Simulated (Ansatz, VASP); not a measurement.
## MgSb7: VASP beside Ansatz

File INCAR:

```
SYSTEM = MgSb7
PREC = Accurate ; ENCUT = 600
EDIFF = 1E-7 ; ISMEAR = 0
SIGMA = 0.1 ; LREAL = .FALSE.
LASPH = .TRUE. ; NELM = 120
ALGO = Normal ; ISIF = 3
LWAVE = .FALSE. ; LCHARG = .FALSE.
GGA = PE ; IBRION = 2
NSW = 100 ; EDIFFG = -0.01
GGA_COMPAT = .FALSE. ; NELMIN = 4
```

Contents of KPOINTS:

```
Automatic mesh
0
G
  6 6 6
  0 0 0
```

Contents of POSCAR:

```
MgSb7
1.0
    0.0000000000      5.2334600650      5.2334600650
    5.2334600650      0.0000000000      5.2334600650
    5.2334600650      5.2334600650      0.0000000000
Mg Sb
1 7
Direct
    0.0000000000      0.0000000000      0.0000000000
    0.4616062298      0.0383937702      0.0383937702
    0.0383937702      0.4616062298      0.4616062298
    0.0383937702      0.0383937702      0.4616062298
    0.4616062298      0.4616062298      0.0383937702
    0.4616062298      0.0383937702      0.4616062298
    0.0383937702      0.4616062298      0.0383937702
    0.7500000000      0.7500000000      0.7500000000
```

Input for Ansatz:

```yaml
crystal:
  lattice:
    - [0.0, 5.233460065, 5.233460065]
    - [5.233460065, 0.0, 5.233460065]
    - [5.233460065, 5.233460065, 0.0]
  atoms:
    - { symbol: Mg, position: [0.0, 0.0, 0.0] }
    - { symbol: Sb, position: [0.4616062298, 0.0383937702, 0.0383937702] }
    - { symbol: Sb, position: [0.0383937702, 0.4616062298, 0.4616062298] }
    - { symbol: Sb, position: [0.0383937702, 0.0383937702, 0.4616062298] }
    - { symbol: Sb, position: [0.4616062298, 0.4616062298, 0.0383937702] }
    - { symbol: Sb, position: [0.4616062298, 0.0383937702, 0.4616062298] }
    - { symbol: Sb, position: [0.0383937702, 0.4616062298, 0.0383937702] }
    - { symbol: Sb, position: [0.75, 0.75, 0.75] }
basis:
  ecutwfc: 420
kpoints:
  mp_grid: { grid: [6, 6, 6] }
hamiltonian:
  xc: pbe
scf:
  occupations: { method: gaussian, width: 0.1 }
output:
  forces: true
  stress: true
  eigenvalues: true
relax:
  adjacent_minimum: "off"
  f_tol: 0.01
  max_steps: 80
  cell: { stress_tol: 0.05 }
```

Alike in both runs: task relaxation of cell and atoms; functional PBE; k mesh 6 × 6 × 6; occupations gaussian, width 0.1 eV; no spin polarisation.

|  | VASP | Ansatz |
| --- | --- | --- |
| version | VASP 6.6.1 | Ansatz 0.2.0 |
| potentials or method | VASP PAW PBE potentials, release 64 (Mg, Sb), cutoff 600 eV | scalar-relativistic, plane waves, PAW |
| valence electrons in the cell | 37 | 115 |

|  | VASP | Ansatz | Ansatz less VASP |
| --- | --- | --- | --- |
| gap on the k mesh at the Fermi level, each at its own relaxed structure (eV) | none | none | - |
| relaxed volume (Å³/atom) | 35.72 | 35.74 | +0.021 |
| relaxed length of the cell vector where the two differ most in proportion (Å) | 7.393 | 7.395 | +0.0015 |

A gap of «none» marks a metal or a gap that the smearing closes. VASP's potentials hold 37 valence electrons a cell and Ansatz's 115, so a difference there can come from the potentials and not from the codes.

Neither program's run includes spin-orbit coupling.
